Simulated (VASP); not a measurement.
# CO2 (Pnnm) in VASP: a series of runs

Runs on CO2. Level: PBEsol. Tasks: single point, relaxation of cell and atoms.

All numbers are computed with VASP 6.6.1; they aren't measurements. Logs are shortened: lines on timing, memory, paths and dates and some standing lists are left out, and cuts for length are marked.

## Step 1: The cell of the first run

Symmetry: Pnnm, No. 58, orthorhombic system. The conventional cell has a = 5.022 Å, b = 5.071 Å, c = 2.137 Å, α = 90.00°, β = 90.00°, γ = 90.00°. Within 1.9 Å of C (site symmetry 2/m) lie 4 O at 1.46 Å. O (site symmetry m) has 2 C at 1.46 Å within 1.9 Å.

## Step 2: Single point, PBEsol

Input file INCAR:

```
SYSTEM = CO2
ALGO     = Normal         ! electronic algorithm
EDIFF    = 1E-7           ! SCF threshold, eV
ENCUT    = 520            ! plane-wave cutoff, eV
GGA      = PS             ! functional
ISIF     = 2              ! what is computed and relaxed
ISMEAR   = -1             ! smearing method
LASPH    = .TRUE.         ! aspherical terms in the spheres
LCHARG   = .TRUE.         ! write CHGCAR
LELF     = .TRUE.         ! ELF
LREAL    = .FALSE.        ! projectors in reciprocal space
LVHAR    = .TRUE.       
LWAVE    = .FALSE.        ! write WAVECAR
NBANDS   = 25             ! bands
NELM     = 80             ! most SCF steps
PREC     = Accurate       ! precision mode
SIGMA    = 0.03           ! smearing width, eV
```

Input file KPOINTS:

```
k-points
0
G
  4 4 6
  0 0 0
```

Input file POSCAR:

```
CO2
1.0
    5.0216680286      0.0000000000      0.0000000000
    0.0000000000      5.0714494754      0.0000000000
    0.0000000000      0.0000000000      2.1368881097
C O
2 4
Direct
    0.5000000000      0.5000000000      0.5000000000
    0.0000000000      0.0000000000      0.0000000000
    0.8585786439      0.1369560127      0.5000000000
    0.1414213561      0.8630439873      0.5000000000
    0.3585786439      0.3630439873      0.0000000000
    0.6414213561      0.6369560127      0.0000000000
```

Potentials or basis: VASP PAW PBE potentials, release 64 (C, O).

Command:

```
cat potpaw_PBE.64/C/POTCAR potpaw_PBE.64/O/POTCAR > POTCAR
mpirun -np 1 vasp_std > vasp.out
```

OUTCAR:

```text
SYSTEM = CO2
   EDIFF = 1E-7
   ENCUT = 520
   GGA = PS
   ISIF = 2
   ISMEAR = -1
   LASPH = .TRUE.
   LREAL = .FALSE.
   NELM = 80
   PREC = Accurate

 ion  position               nearest neighbor table
   1  0.500  0.500  0.500-   5 1.46   6 1.46   5 1.46   6 1.46
   2  0.000  0.000  0.000-   3 1.46   4 1.46   3 1.46   4 1.46
   3  0.859  0.137  0.500-   2 1.46   2 1.46
   4  0.141  0.863  0.500-   2 1.46   2 1.46
   5  0.359  0.363  0.000-   1 1.46   1 1.46
   6  0.641  0.637  0.000-   1 1.46   1 1.46

  LATTYP: Found a simple orthorhombic cell.
 ALAT       =     2.1368881097
 B/A-ratio  =     2.3499910949
 C/A-ratio  =     2.3732873295

  Lattice vectors:

 A1 = (   0.0000000000,   0.0000000000,   2.1368881097)
 A2 = (   5.0216680286,   0.0000000000,   0.0000000000)
 A3 = (   0.0000000000,   5.0714494754,   0.0000000000)

Analysis of symmetry for initial positions (statically):
=====================================================================
 Subroutine PRICEL returns:
 Original cell was already a primitive cell.

 Routine SETGRP: Setting up the symmetry group for a
 simple orthorhombic supercell.

 Subroutine GETGRP returns: Found  8 space group operations
 (whereof  4 operations were pure point group operations)
 out of a pool of  8 trial point group operations.

The static configuration has the point symmetry C_2h.
 The point group associated with its full space group is D_2h.

Analysis of symmetry for dynamics (positions and initial velocities):
=====================================================================
 Subroutine PRICEL returns:
 Original cell was already a primitive cell.

 Routine SETGRP: Setting up the symmetry group for a
 simple orthorhombic supercell.

 Subroutine GETGRP returns: Found  8 space group operations
 (whereof  4 operations were pure point group operations)
 out of a pool of  8 trial point group operations.

The dynamic configuration has the point symmetry C_2h.
 The point group associated with its full space group is D_2h.

 Subroutine INISYM returns: Found  8 space group operations
 (whereof  4 operations are pure point group operations),
 and found     1 'primitive' translations

----------------------------------------------------------------------------------------
[... 100 lines left out ...]
   NELM   =     80;   NELMIN=  2; NELMDL= -5     # of ELM steps
   EDIFF  = 0.1E-06   stopping-criterion for ELM
   LREAL  =      F    real-space projection
   EDIFFG = 0.1E-05   stopping-criterion for IOM
   NSW    =      0    number of steps for IOM
   IBRION =     -1    ionic relax: 0-MD 1-quasi-New 2-CG
   NFREE  =      0    steps in history (QN), initial steepest desc. (CG)
   ISIF   =      2    stress and relaxation
   ISYM   =      2    0-nonsym 1-usesym 2-fastsym
   POTIM  = 0.5000    time-step for ionic-motion
   TEBEG  =    0.0;   TEEND  =   0.0 temperature during run
   PSTRESS=    0.0 pullay stress
   NELECT =      32.0000    total number of electrons
   NUPDOWN=      -1.0000    fix difference up-down
   EMIN   =  10.00;   EMAX   =-10.00  energy-range for DOS
   EFERMI =   0.00;   METHOD = LEGACY
   ISMEAR =    -1;   SIGMA  =   0.03  broadening in eV -4-tet -1-fermi 0-gaus
   EFERMI_NEDOS =   21; number of points for ismear=-14 and -15
   IALGO  =     38    algorithm
   IMIX   =      4    mixing-type and parameters
     AMIX     =   0.40;   BMIX     =  1.00
     AMIX_MAG =   1.60;   BMIX_MAG =  1.00
  volume/ion in A,a.u.               =       9.07        61.21
  Fermi-wavevector in a.u.,A,eV,Ry     =   1.371526  2.591809 25.593713  1.881085
  Thomas-Fermi vector in A             =   2.497215
   LORBIT       =      0    0 simple, 1 ext, 2 COOP (PROOUT), +10 PAW based schemes
   GGA     = PS    functional components
   LHFCALC =     F    Hartree Fock is set to
   AEXX    =    0.0000 exact exchange contribution
   IVDW    =     0    specifies the selected vdW correction
   LEPSILON=     F    determine dielectric tensor
   LRPA    =     F    only Hartree local field effects (RPA)
 non-spin polarized calculation
  energy-cutoff  :      520.00
  volume of cell :       54.42
 maximum number of plane-waves:      1504
 NGX is ok and might be reduce to    40
   NGX = 19   NGY = 19   NGZ =  7

 number of electron      31.9999995 magnetization

 Free energy of the ion-electron system (eV)
  ---------------------------------------------------
  ext. energy  EPLUGINS =         0.00000000
  ---------------------------------------------------
  free energy    TOTEN  =       -39.83264404 eV

  energy without entropy =      -39.83263150  energy(sigma->0) =      -39.83263777

 E-fermi :   2.0273     XC(G=0): -10.4735

 val. band max:        1.7146821061   @ k =   0.0000   0.5000   0.0000
 cond. band min:       2.2957067870   @ k =   0.2500   0.2500   0.5000
 fundamental gap:      0.5810246809
 Fermi energy:         2.0272529800

 k-point     1 :       0.0000    0.0000    0.0000
  band No.  band energies     occupation
      1     -22.6960      2.00000
      2     -22.2400      2.00000
      3     -18.1774      2.00000
      4     -18.1765      2.00000
      5      -6.3729      2.00000
      6      -5.7642      2.00000
[... 661 lines left out ...]
     24      15.2451      0.00000
     25      15.8943      0.00000

 [... further k-points ...]

------------------------ aborting loop because EDIFF is reached ----------------------------------------

  FORCE on cell =-STRESS in cart. coord.  units (eV):
  Direction    XX          YY          ZZ          XY          YZ          ZX
  --------------------------------------------------------------------------------------
  -------------------------------------------------------------------------------------
  Total        0.1899818      0.1703664      0.9286691      0.0000000      0.0000000      0.0000000
  in kB        5.5932056      5.0157129     27.3407033      0.0000000      0.0000000      0.0000000
  external PRESSURE =      12.6498739 kB  Pullay stress =       0.0000000 kB

 VOLUME and BASIS-vectors are now :
 -----------------------------------------------------------------------------
  energy-cutoff  :      520.00
  volume of cell :       54.42
      direct lattice vectors                 reciprocal lattice vectors
     5.021668029  0.000000000  0.000000000     0.199137019  0.000000000  0.000000000
     0.000000000  5.071449475  0.000000000     0.000000000  0.197182286  0.000000000
     0.000000000  0.000000000  2.136888110     0.000000000  0.000000000  0.467970221

 POSITION                                       TOTAL-FORCE (eV/Angst)
 -----------------------------------------------------------------------------------
      2.51083      2.53572      1.06844         0.000000      0.000000      0.000000
      0.00000      0.00000      0.00000         0.000000      0.000000      0.000000
      4.31150      0.69457      1.06844        -0.126477      0.124675     -0.000000
      0.71017      4.37688      1.06844         0.126477     -0.124675      0.000000
      1.80066      1.84116      0.00000        -0.126477     -0.124675     -0.000000
      3.22101      3.23029      0.00000         0.126477      0.124675      0.000000
 -----------------------------------------------------------------------------------
    total drift:                                0.000000      0.000000     -0.000000

  FREE ENERGIE OF THE ION-ELECTRON SYSTEM (eV)
  ---------------------------------------------------
  free  energy   TOTEN  =       -39.8326440374 eV

  energy  without entropy=      -39.8326315023  energy(sigma->0) =      -39.83263777
```

OSZICAR:

```text
N       E                     dE             d eps       ncg     rms          rms(c)
DAV:   1     0.161941080966E+03    0.16194E+03   -0.17976E+04  1800   0.125E+03
DAV:   2    -0.335081506901E+02   -0.19545E+03   -0.18008E+03  2233   0.284E+02
DAV:   3    -0.425175565910E+02   -0.90094E+01   -0.89145E+01  2396   0.610E+01
DAV:   4    -0.426091949808E+02   -0.91638E-01   -0.91531E-01  2166   0.670E+00
DAV:   5    -0.426106328086E+02   -0.14378E-02   -0.14361E-02  2375   0.789E-01    0.122E+01
DAV:   6    -0.399200200937E+02    0.26906E+01   -0.68713E+00  1967   0.204E+01    0.450E+00
DAV:   7    -0.398573352354E+02    0.62685E-01   -0.61768E-01  2084   0.572E+00    0.255E+00
DAV:   8    -0.398329294085E+02    0.24406E-01   -0.68363E-02  2408   0.186E+00    0.311E-01
DAV:   9    -0.398324979434E+02    0.43147E-03   -0.28343E-03  2335   0.438E-01    0.121E-01
DAV:  10    -0.398326308929E+02   -0.13295E-03   -0.69020E-04  2313   0.175E-01    0.208E-02
DAV:  11    -0.398326397320E+02   -0.88391E-05   -0.23515E-05  2261   0.356E-02    0.121E-02
DAV:  12    -0.398326441170E+02   -0.43850E-05   -0.45731E-06  2263   0.156E-02    0.208E-03
DAV:  13    -0.398326439888E+02    0.12815E-06   -0.19918E-07  1933   0.331E-03    0.783E-04
DAV:  14    -0.398326440374E+02   -0.48624E-07   -0.46160E-08  1743   0.174E-03
   1 F= -.39832644E+02 E0= -.39832638E+02  d E =-.125351E-04
```

stdout:

```text
POSCAR found type information on POSCAR C O
 POSCAR found :  2 types and       6 ions
 scaLAPACK will be used
 -----------------------------------------------------------------------------
|                                                                             |
|                                                                             |
|     You enforced a specific xc type in the INCAR file but a different       |
|     I HOPE YOU KNOW WHAT YOU ARE DOING!                                     |
|                                                                             |
 -----------------------------------------------------------------------------

 LDA part: xc-table for (Slater+PW92), standard interpolation
 POSCAR, INCAR and KPOINTS ok, starting setup
 FFT: planning ... GRIDC
 FFT: planning ... GRID_SOFT
 FFT: planning ... GRID
 WAVECAR not read
 entering main loop
```

It took 49 s on 1 thread of Intel Xeon 8259CL, shared host; peak memory 0.18 GiB.

What came out:

| Quantity | Value |
| --- | --- |
| Free energy | -39.8326 eV |
| Pressure | 1.3 GPa |
| Largest force | 0.178 eV/Å |
| Band gap on the k mesh | 0.58 eV (least direct gap 0.93 eV) |

Forces on the atoms (eV/Å):
```
C    0.000  0.000  0.000
C    0.000  0.000  0.000
O   -0.126  0.125  0.000
O    0.126 -0.125  0.000
O   -0.126 -0.125  0.000
O    0.126  0.125  0.000
```

Stress tensor (GPa, compression positive):
```
0.56 0.00 0.00
0.00 0.50 0.00
0.00 0.00 2.73
```

Levels at points of the mesh, in eV from the valence-band top:
```csv
k point,band 14,band 15,band 16,band 17,band 18,band 19
"(0.00, 0.00, 0.00)",-1.65,0.00,0.00,5.11,5.30,5.37
"(0.50, 0.00, 0.00)",-2.58,0.00,0.00,5.16,5.16,6.73
"(0.00, 0.50, 0.00)",-2.62,0.00,0.00,5.20,5.20,6.71
"(0.50, 0.50, 0.00)",-2.48,0.00,0.00,4.98,4.98,6.60
"(0.00, 0.00, 0.50)",-1.15,-0.88,-0.88,1.39,1.39,5.56
"(0.50, 0.00, 0.50)",-0.80,-0.35,-0.35,0.59,0.59,5.75
"(0.00, 0.50, 0.50)",-0.80,-0.35,-0.35,0.59,0.59,5.74
"(0.50, 0.50, 0.50)",-1.19,-0.73,-0.73,1.40,1.40,5.60
```

Caveat: the k points lie up to 0.49 Å⁻¹ apart; the PAW data sets were made with another functional, which shifts forces and pressure a little.

## Step 3: Relaxation of cell and atoms, PBEsol

This run uses another cell than the first one, of 13.84 Å³/atom.

Input file INCAR:

```
SYSTEM = CO2
ALGO = Normal
EDIFF = 1E-6
EDIFFG = -0.01
ENCUT = 600
GGA = PS
IBRION = 2
ISIF = 3
ISMEAR = -1
LASPH = .TRUE.
LCHARG = .FALSE.
LREAL = .FALSE.
LWAVE = .FALSE.
NELM = 80
NSW = 100
PREC = Accurate
SIGMA = 0.03
```

KPOINTS is that of step 2.

Input file POSCAR:

```
CO2
1.0
    4.9641810000      0.0000000000      0.0000000000
    0.0000000000      5.0614320100      0.0000000000
    0.0000000000      0.0000000000      3.3055487700
C O
2 4
Direct
    0.5000000000      0.5000000000      0.5000000000
    0.0000000000      0.0000000000      0.0000000000
    0.7858320000      0.1798160000      0.5000000000
    0.2141680000      0.8201840000      0.5000000000
    0.2858320000      0.3201840000      0.0000000000
    0.7141680000      0.6798160000      0.0000000000
```

Potentials or basis: VASP PAW PBE potentials, release 64 (C, O).

Command:

```
cat potpaw_PBE.64/C/POTCAR potpaw_PBE.64/O/POTCAR > POTCAR
mpirun -np 1 vasp_std > vasp.out
```

OUTCAR:

```text
SYSTEM = CO2
   EDIFF = 1E-6
   EDIFFG = -0.01
   ENCUT = 600
   GGA = PS
   IBRION = 2
   ISIF = 3
   ISMEAR = -1
   LASPH = .TRUE.
   LREAL = .FALSE.
   NELM = 80
   NSW = 100
   PREC = Accurate

 ion  position               nearest neighbor table
   1  0.500  0.500  0.500-
   2  0.000  0.000  0.000-
   3  0.786  0.180  0.500-
   4  0.214  0.820  0.500-
   5  0.286  0.320  0.000-
   6  0.714  0.680  0.000-

  LATTYP: Found a simple orthorhombic cell.
 ALAT       =     3.3055487700
 B/A-ratio  =     1.5017721248
 C/A-ratio  =     1.5311926588

  Lattice vectors:

 A1 = (   0.0000000000,   0.0000000000,   3.3055487700)
 A2 = (   4.9641810000,   0.0000000000,   0.0000000000)
[... 185 lines left out ...]
  free energy    TOTEN  =       -23.90913042 eV

  energy without entropy =      -23.88573106  energy(sigma->0) =      -23.89743074

 E-fermi :  -2.0218     XC(G=0):  -9.2128

 val. band max:       -2.0299477515   @ k =   0.5000   0.5000   0.0000
 cond. band min:      -2.0043134247   @ k =   0.0000   0.0000   0.0000
 fundamental gap:      0.0256343268
 Fermi energy:        -2.0218033152
[... 2349 lines left out ...]
     19       8.8192      0.00000
     20       8.8192      0.00000

 [... further k-points ...]

[... ionic steps 4 to 30 ...]

--------------------------------------- Ionic step       31  -------------------------------------------

 number of electron      32.0000000 magnetization

------------------------ aborting loop because EDIFF is reached ----------------------------------------
[... 75 lines left out ...]
--------------------------------------- Ionic step       33  -------------------------------------------

 number of electron      32.0000000 magnetization

 Free energy of the ion-electron system (eV)
  ---------------------------------------------------
  ext. energy  EPLUGINS =         0.00000000
  ---------------------------------------------------
  free energy    TOTEN  =       -39.90380954 eV

  energy without entropy =      -39.90380739  energy(sigma->0) =      -39.90380846

 E-fermi :   2.3546     XC(G=0): -10.7306

 val. band max:        1.9873795295   @ k =   0.0000   0.2500   0.0000
 cond. band min:       2.6671257656   @ k =   0.0000   0.5000   0.5000
 fundamental gap:      0.6797462361
 Fermi energy:         2.3546279072
[... 585 lines left out ...]
  FREE ENERGIE OF THE ION-ELECTRON SYSTEM (eV)
  ---------------------------------------------------
  free  energy   TOTEN  =       -39.9038095380 eV

  energy  without entropy=      -39.9038073851  energy(sigma->0) =      -39.90380846

 reached required accuracy - stopping structural energy minimisation
```

OSZICAR:

```text
N       E                     dE             d eps       ncg     rms          rms(c)
DAV:   1     0.169474489295E+03    0.16947E+03   -0.17870E+04  1440   0.164E+03
DAV:   2    -0.121833373009E+02   -0.18166E+03   -0.17466E+03  1808   0.294E+02
DAV:   3    -0.266350286213E+02   -0.14452E+02   -0.13104E+02  1744   0.798E+01
[... 320 lines left out ...]
       N       E                     dE             d eps       ncg     rms          rms(c)
DAV:   1    -0.399038175742E+02   -0.17662E-04   -0.69959E-04  1440   0.229E-01    0.206E-02
DAV:   2    -0.399038109456E+02    0.66286E-05   -0.22764E-05  1440   0.406E-02    0.752E-03
DAV:   3    -0.399038097176E+02    0.12280E-05   -0.22036E-06   928   0.115E-02    0.297E-03
DAV:   4    -0.399038095380E+02    0.17956E-06   -0.94057E-07   728   0.737E-03
  33 F= -.39903810E+02 E0= -.39903808E+02  d E =-.980357E-05
```

CONTCAR:

```text
CO2
   1.00000000000000
     4.7375048078896267    0.0000000000000000    0.0000000000000000
    -0.0000000000000000    5.1796743717166072    0.0000000000000000
     0.0000000000000000    0.0000000000000000    2.1429873672172710
  C               O
     2     4
Direct
     0.5000000000000000    0.5000000000000000    0.5000000000000000
     0.0000000000000000    0.0000000000000000    0.0000000000000000
     0.8364696683716042    0.1206124534398956    0.5000000000000000
     0.1635303316283956    0.8793875465601041    0.5000000000000000
     0.3364696683716044    0.3793875465601045    1.0000000000000000
     0.6635303316283958    0.6206124534398959    0.0000000000000000

  0.00000000E+00  0.00000000E+00  0.00000000E+00
  0.00000000E+00  0.00000000E+00  0.00000000E+00
  0.00000000E+00  0.00000000E+00  0.00000000E+00
  0.00000000E+00  0.00000000E+00  0.00000000E+00
  0.00000000E+00  0.00000000E+00  0.00000000E+00
  0.00000000E+00  0.00000000E+00  0.00000000E+00
```

It took 27 min on 1 thread of Intel Xeon 8259CL, shared host; peak memory 0.24 GiB.

Results:

```
Free energy                           : -39.9038 eV
Relaxed volume                        : 8.76 Å³/atom
Relaxed cell                          : a = 4.738 Å, b = 5.180 Å, c = 2.143 Å, α = 90.00°, β = 90.00°, γ = 90.00°
Space group after relaxing (to 0.1 Å) : Pnnm (No. 58)
Pressure after relaxing               : 0.0 GPa
Largest force after relaxing          : 0.008 eV/Å
Band gap on the k mesh                : 0.68 eV (least direct gap 1.00 eV)
```

Forces on the atoms (eV/Å):
```
C    0.000  0.000  0.000
C    0.000  0.000  0.000
O    0.006  0.006  0.000
O   -0.006 -0.006  0.000
O    0.006 -0.006  0.000
O   -0.006  0.006  0.000
```

Final structure:
```cif
data_structure
_symmetry_space_group_name_H-M 'P 1'
_symmetry_Int_Tables_number 1
_cell_length_a 4.7375
_cell_length_b 5.1797
_cell_length_c 2.1430
_cell_angle_alpha 90.000
_cell_angle_beta 90.000
_cell_angle_gamma 90.000
_cell_volume 52.59
loop_
_atom_site_label
_atom_site_type_symbol
_atom_site_fract_x
_atom_site_fract_y
_atom_site_fract_z
_atom_site_occupancy
C1 C 0.50000 0.50000 0.50000 1
C2 C 0.00000 0.00000 0.00000 1
O1 O 0.83647 0.12061 0.50000 1
O2 O 0.16353 0.87939 0.50000 1
O3 O 0.33647 0.37939 0.00000 1
O4 O 0.66353 0.62061 0.00000 1
```

Levels at points of the mesh, in eV from the valence-band top:
| k point | band 12 | band 13 | band 14 | band 15 | band 16 | band 17 | band 18 | band 19 | band 20 |
| --- | --- | --- | --- | --- | --- | --- | --- | --- | --- |
| (0.00, 0.00, 0.00) | -2.40 | -2.39 | -1.59 | 0.00 | 0.00 | 5.04 | 5.14 | 5.73 | 7.77 |
| (0.50, 0.00, 0.00) | -3.15 | -2.33 | -2.33 | -0.01 | -0.01 | 5.00 | 5.00 | 6.89 | 6.89 |
| (0.00, 0.50, 0.00) | -3.00 | -2.74 | -2.74 | 0.00 | 0.00 | 5.32 | 5.32 | 6.65 | 6.65 |
| (0.50, 0.50, 0.00) | -2.46 | -2.40 | -2.40 | -0.01 | -0.01 | 5.00 | 5.00 | 6.63 | 6.63 |
| (0.00, 0.00, 0.50) | -2.39 | -1.15 | -1.15 | -0.89 | -0.89 | 1.53 | 1.53 | 5.52 | 5.52 |
| (0.50, 0.00, 0.50) | -2.50 | -0.79 | -0.79 | -0.37 | -0.37 | 0.73 | 0.73 | 5.79 | 5.79 |
| (0.00, 0.50, 0.50) | -2.38 | -0.85 | -0.85 | -0.32 | -0.32 | 0.68 | 0.68 | 5.67 | 5.67 |
| (0.50, 0.50, 0.50) | -2.47 | -1.25 | -1.25 | -0.69 | -0.69 | 1.52 | 1.52 | 5.59 | 5.59 |

Caveat: the volume moved by over 15 % at a fixed basis, so the end points are rough; the PAW data sets were made with another functional, which shifts forces and pressure a little. A k mesh can miss the band edges.
